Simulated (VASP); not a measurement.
Here is a VASP 6.6.1 calculation.

File INCAR:

```
SYSTEM = SiC
PREC     = Accurate       ! precision mode
ENCUT    = 520            ! plane-wave cutoff, eV
EDIFF    = 1E-6           ! SCF threshold, eV
ISMEAR   = 0              ! smearing method
SIGMA    = 0.05           ! smearing width, eV
LREAL    = .FALSE.        ! projectors in reciprocal space
LASPH    = .TRUE.         ! aspherical terms in the spheres
NELM     = 80             ! most SCF steps
ALGO     = Normal         ! electronic algorithm
ISIF     = 2              ! what is computed and relaxed
LWAVE    = .FALSE.        ! write WAVECAR
LCHARG   = .TRUE.         ! write CHGCAR
GGA      = PS             ! functional
LELF     = .TRUE.         ! ELF
LVHAR    = .TRUE.       
NBANDS   = 11             ! bands
```

The input KPOINTS:

```
regular mesh
0
G
  10 10 10
  0 0 0
```

POSCAR

```
SiC
1.0
    0.0000000000      2.1783895848      2.1783895848
    2.1783895848      0.0000000000      2.1783895848
    2.1783895848      2.1783895848      0.0000000000
Si C
1 1
Direct
    0.0000000000      0.0023558652      0.0000000000
    0.7500000000      0.7444913435      0.7500000000
```

Potentials or basis: VASP PAW PBE potentials, release 64 (Si, C).

Run with:

```sh
$ cat potpaw_PBE.64/Si/POTCAR potpaw_PBE.64/C/POTCAR > POTCAR
$ mpirun -np 1 vasp_std > vasp.out
```

Problem. Estimate the largest force.

Solution. 0.466 eV/Å.

Problem. What does it give for the band gap on the k mesh?

Solution. 1.12 eV, indirect (least direct gap 4.40 eV).

Forces in eV/Å, atoms in the order of the input:
```
Si  -0.329  0.020 -0.329
C    0.329 -0.020  0.329
```

Caveat: the cell differs from its parent crystal (mode 4 frozen in at -0.012 Å and mode 5 at -0.012 Å (largest displacements)); the PAW data sets were made with another functional, which shifts forces and pressure a little. A k mesh can miss the band edges.
